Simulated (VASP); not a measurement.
Runs of VASP 6.6.1 on ScAl3. The structure is that of space group Fm-3m (No. 225), or close to it. The cells are those of the table. 

```tsv
task	spin	cell	k mesh	cutoff (eV)	gap on the mesh (eV)	pressure (GPa)
relaxation of cell and atoms	off	relaxed from a = 4.450 Å, angles 60.0°, 4 atoms	6 × 6 × 6	600	none	0.1
single point	off	a = 4.667 Å, angles 60.0°, 4 atoms	6 × 6 × 6	520	none	(a)
single point	off	a = 4.669 Å, angles 60.0°, 4 atoms	12 × 12 × 12	520	none	0.1
single point	off	a = 4.450 Å, angles 60.0°, 4 atoms	6 × 6 × 6	520	none	13.8
single point	collinear, ferromagnetic start	a = 4.667 Å, angles 60.0°, 4 atoms	4 × 4 × 4	520	none	0.7
```

Alike in all rows: level PBE; potentials or basis VASP PAW PBE potentials, release 64 (Sc_sv, Al); smearing gaussian 0.1 eV.

**Question.** Fill in the values left out.

**Answer.** (a) 0.2.

Caveats: some runs use coarse meshes.

A gap of «none» marks levels without a gap at the run's occupations.
